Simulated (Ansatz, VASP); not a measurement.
## Re in VASP and in Ansatz

```
Re
1.0
     2.72899    0.00000    0.00000
    -1.36449    2.36337    0.00000
     0.00000    0.00000    9.62249
Re
4
Direct
  0.00000 0.00000 0.00000
  0.33333 0.66667 0.25000
  0.00000 0.00000 0.50000
  0.66667 0.33333 0.75000
```

Alike in both runs: task single point; functional PBEsol; k mesh 18 × 18 × 6; occupations gaussian, width 0.1 eV; no spin polarisation.

|  | VASP | Ansatz |
| --- | --- | --- |
| version | VASP 6.6.1 | Ansatz 0.2.0 |
| potentials or method | VASP PAW PBE potentials, release 64 (Re), cutoff 600 eV | scalar-relativistic, plane waves, PAW |
| valence electrons in the cell | 28 | 60 |

|  | VASP | Ansatz | Ansatz less VASP |
| --- | --- | --- | --- |
| gap on the k mesh at the Fermi level (eV) | none | none | - |
| pressure (GPa) | -19.2 | -18.8 | +0.38 |
| traceless stress, the component that is largest in VASP (GPa) | -23.63 | -23.85 | -0.215 |

VASP's potentials were made for PBE, not for PBEsol. A gap of «none» marks a metal or a gap that the smearing closes. VASP's potentials hold 28 valence electrons a cell and Ansatz's 60, so a difference there can come from the potentials and not from the codes.

Neither program's run includes spin-orbit coupling.
